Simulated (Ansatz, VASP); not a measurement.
# GaAs: VASP beside Ansatz

```
Ga As
1.0
     0.00000    2.83500    2.83500
     2.83500    0.00000    2.83500
     2.83500    2.83500    0.00000
Ga As
1 1
Direct
  0.00000 0.00000 0.00000
  0.25000 0.25000 0.25000
```

Alike in both runs: task single point; functional LDA; k mesh 6 × 6 × 6; occupations gaussian, width 0.1 eV; no spin polarisation.

```csv
,VASP,Ansatz
version,VASP 6.6.1,Ansatz 0.2.0
potentials or method,"VASP PAW LDA potentials, release 64 (Ga_d, As), cutoff 500 eV","scalar-relativistic, plane waves, PAW"
valence electrons in the cell,18,28
```

VASP gave:

| Item | Value |
| --- | --- |
| gap on the k mesh at the Fermi level (eV) | 0.26 |
| least direct gap on the mesh (eV) | 0.26 |
| pressure (GPa) | -2.2 |

**Question.** What did Ansatz give for the same quantities?

**Answer.** gap on the k mesh at the Fermi level (eV): 0.22; least direct gap on the mesh (eV): 0.22; pressure (GPa): -2.5.

Ansatz warns that its potentials were made for another functional, while VASP's fit it. LDA's correlation is that of Perdew and Zunger in VASP and of Perdew and Wang (1992) in Ansatz. VASP's potentials hold 18 valence electrons a cell and Ansatz's 28, so a difference there can come from the potentials and not from the codes.
